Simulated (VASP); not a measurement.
Input of a VASP 6.6.1 run:

INCAR

```
SYSTEM = Al
PREC = Accurate
ENCUT = 500
EDIFF = 1E-6
ISMEAR = 0
SIGMA = 0.1
LREAL = .False.
LASPH = .True.
NELM = 120
ALGO = Normal
ISIF = 2
LWAVE = .False.
LCHARG = .False.
GGA = PS
NBANDS = 10
GGA_COMPAT = .False.
```

KPOINTS

```
regular mesh
0
Gamma
  9 9 6
  0 0 0
```

POSCAR

```
Al
1.0
    2.8124553515      0.0000000000      0.0000000000
   -1.4062276757      2.4356577814      0.0000000000
    0.0000000000      0.0000000000      4.8668500000
Al
2
Direct
    0.6666666667      0.3333333333      0.7500000000
    0.3333333333      0.6666666667      0.2500000000
```

Potentials or basis: VASP PAW PBE potentials, release 64 (Al).

The run is started by

```console
$ cat potpaw_PBE.64/Al/POTCAR > POTCAR
$ mpirun -np 1 vasp_std > vasp.out
```

(1) Estimate the band gap on the k mesh.

(2) Estimate the pressure.

Answers

(1) zero (band 3 reaches 11.15 eV, above the bottom of band 4 at 4.98 eV).

(2) -1.3 GPa.

Caveat: the PAW data sets were made with another functional, which shifts forces and pressure a little.
